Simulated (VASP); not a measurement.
Wanted: the native input for a VASP 6.6.1 run.

```yaml
Task: single point
Functional: PBEsol
Potentials_or_basis: VASP PAW PBE potentials, release 64 (Mn_pv, O)
Cutoff: 520 eV
k_mesh: 8 × 8 × 12
Occupations: gaussian, width 0.1 eV
Spin: collinear spin, ferromagnetic start
Starting_moments: "[2.63, 2.63, 0.0, 0.0, 0.0, 0.0] μB"
Dipole_correction: no
Further_INCAR_settings: ALGO = Normal; EDIFF = 1e-06; NBANDS = 38
```

The structure of MnO2 lies in POSCAR:

```
MnO2
1.0
    4.3955149190      0.0000000000      0.0000000000
    0.0000000000      4.3955149190      0.0000000000
    0.0000000000      0.0000000000      2.8416739365
Mn O
2 4
Direct
    0.0000000000      0.0000000000      0.0000000000
    0.5000000000      0.5000000000      0.5000000000
    0.3047787025      0.3047787025      0.0000000000
    0.1952212975      0.8047787025      0.5000000000
    0.6952212975      0.6952212975      0.0000000000
    0.8047787025      0.1952212975      0.5000000000
```

These files were run (other wordings do the same):

INCAR

```
SYSTEM = MnO2
ALGO     = Normal         ! electronic algorithm
EDIFF    = 1E-6           ! SCF threshold, eV
ENCUT    = 520            ! plane-wave cutoff, eV
GGA      = PS             ! functional
ISIF     = 2              ! what is computed and relaxed
ISMEAR   = 0              ! smearing method
ISPIN    = 2              ! spin polarisation
LASPH    = .TRUE.         ! aspherical terms in the spheres
LCHARG   = .FALSE.        ! write CHGCAR
LMAXMIX  = 4              ! l up to which the mixer works
LORBIT   = 11             ! projections on sites
LREAL    = .FALSE.        ! projectors in reciprocal space
LWAVE    = .FALSE.        ! write WAVECAR
MAGMOM   = 2.63 2.63 0 0 0 0 ! initial moments
NBANDS   = 38             ! bands
NELM     = 150            ! most SCF steps
PREC     = Accurate       ! precision mode
SIGMA    = 0.1            ! smearing width, eV
```

KPOINTS

```
k-points
0
G
  8 8 12
  0 0 0
```

Potentials or basis: VASP PAW PBE potentials, release 64 (Mn_pv, O).

Run with:

```sh
$ cat potpaw_PBE.64/Mn_pv/POTCAR potpaw_PBE.64/O/POTCAR > POTCAR
$ mpirun -np 1 vasp_std > vasp.out
```

It gave:

```yaml
Pressure: 0.9 GPa
Largest_force: 0.029 eV/Å
Band_gap_on_the_k_mesh: zero (filled and empty bands overlap)
Net_moment: 5.96 μB per cell
Site_moments: Mn +2.66; O +0.10 μB
Valence_electrons_inside_the_program's_atomic_spheres: Mn 11.78; O 5.02
```

Caveat: the PAW data sets were made with another functional, which shifts forces and pressure a little; semilocal functionals often make such compounds metallic where correlation or magnetic order opens a gap, which also shifts bond lengths; the run started ferromagnetic, and an antiferromagnetic order may lie lower in energy.

Run time: 12 min on 1 thread of Intel Xeon 8259CL, with other jobs on the host, peak memory 0.41 GiB.
